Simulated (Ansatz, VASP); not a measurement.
## HfC in VASP and in Ansatz

```xyz
2
Lattice="0.0000 2.3706 2.3706 2.3706 0.0000 2.3706 2.3706 2.3706 0.0000" Properties=species:S:1:pos:R:3 pbc="T T T"
Hf    2.3706    2.3706    2.3706
C     0.0000    0.0000    0.0000
```

Change from the starting cell: volume scaled by 1.06.

Alike in both runs: task single point; functional PBE; k mesh 10 × 10 × 10; occupations gaussian, width 0.1 eV; collinear spin; fixed moment 1 μB.

```csv
,VASP,Ansatz
version,VASP 6.6.1,Ansatz 0.2.0
potentials or method,"VASP PAW PBE potentials, release 64 (Hf_pv, C), cutoff 520 eV","all-electron LAPW, inner shells corrected to Dirac's equation"
```

Ansatz gave:

| Property | Result |
| --- | --- |
| pressure (GPa) | -7.7 |
| size of the moment on the site where the two differ most (μB) | 0.37 |

Question: Which values does VASP return?

Answer: Pressure (GPa): -8.5; size of the moment on the site where the two differ most (μB): 0.27.

Site moments also hang on the region over which each program counts them. Ansatz ran all-electron here, and VASP with PAW potentials.

Neither program's run includes spin-orbit coupling.
